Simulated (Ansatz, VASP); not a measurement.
# CsI in VASP and in Ansatz

INCAR

```
  PREC = Accurate
  ENCUT = 500
  EDIFF = 1E-6
  ISMEAR = 0
  SIGMA = 0.01
  LREAL = F
  LASPH = T
  NELM = 120
  ALGO = Normal
  ISIF = 2
  LWAVE = F
  LCHARG = F
  GGA = PE
  NBANDS = 15
  GGA_COMPAT = F
```

File KPOINTS:

```
regular mesh
0
Gamma
  6 6 6
```

POSCAR

```
CsI
1.0
    4.6080836004      0.0000000000      0.0000000000
    0.0000000000      4.6080836004      0.0000000000
    0.0000000000      0.0000000000      4.6080836004
Cs I
1 1
Direct
    0.0000000000      0.0000000000      0.0000000000
    0.5000000000      0.5000000000      0.5000000000
```

Input for Ansatz:

```yaml
crystal:
  lattice:
    - [4.6080836004, 0.0, 0.0]
    - [0.0, 4.6080836004, 0.0]
    - [0.0, 0.0, 4.6080836004]
  atoms:
    - { symbol: Cs, position: [0.0, 0.0, 0.0] }
    - { symbol: I, position: [0.5, 0.5, 0.5] }
kpoints:
  mp_grid: { grid: [6, 6, 6] }
  band_path:
    path:
      - [0.0, 0.0, 0.0]
      - [0.0, 0.5, 0.0]
      - [0.5, 0.5, 0.0]
      - [0.5, 0.5, 0.5]
      - [0.0, 0.5, 0.5]
    npoints: 1
hamiltonian:
  xc: pbe
scf:
  occupations: { method: fixed }
  n_extra_bands: 4
output:
  forces: true
  stress: true
  eigenvalues: true
```

Alike in both runs: task single point; functional PBE; k mesh 6 × 6 × 6; no spin polarisation.

```csv
,VASP,Ansatz
version,VASP 6.6.1,Ansatz 0.2.0
potentials or method,"VASP PAW PBE potentials, release 64 (Cs_sv, I)","plane waves, PAW"
plane-wave cutoff (eV),500,420
occupations,"gaussian, width 0.01 eV",fixed
valence electrons in the cell,16,26
```

|  | VASP | Ansatz | Ansatz less VASP |
| --- | --- | --- | --- |
| gap on the k mesh at the Fermi level (eV) | 3.79 | 3.80 | +0.013 |
| pressure (GPa) | 0.4 | 0.4 | -0.03 |

VASP's potentials hold 16 valence electrons a cell and Ansatz's 26, so a difference there can come from the potentials and not from the codes.

Spin-orbit coupling is off throughout.
